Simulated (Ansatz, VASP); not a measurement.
## One calculation of CoSi2, two programs

```xyz
3
Lattice="0.0000 2.6562 2.6562 2.6562 0.0000 2.6562 2.6562 2.6562 0.0000" Properties=species:S:1:pos:R:3 pbc="T T T"
Co    0.0000    0.0000    0.0000
Si    1.3281    1.3281    1.3281
Si    3.9844    3.9844    3.9844
```

Alike in both runs: functional PBEsol; k mesh 14 × 14 × 14; occupations gaussian, width 0.1 eV; no spin polarisation.

Ansatz relaxed the structure, and its values are those at the end. VASP's run is a single point on that final structure, the one shown.

|  | VASP | Ansatz |
| --- | --- | --- |
| version | VASP 6.6.1 | Ansatz 0.2.0 |
| potentials or method | VASP PAW PBE potentials, release 64 (Co, Si), cutoff 520 eV | scalar-relativistic, plane waves, PAW |
| valence electrons in the cell | 17 | 25 |

```tsv
	VASP	Ansatz	Ansatz less VASP
gap on the k mesh at the Fermi level (eV)	none	none	-
pressure (GPa)	0.0	0.0	-0.05
```

VASP's potentials were made for PBE, not for PBEsol. A gap of «none» marks a metal or a gap that the smearing closes. VASP's potentials hold 17 valence electrons a cell and Ansatz's 25, so a difference there can come from the potentials and not from the codes.
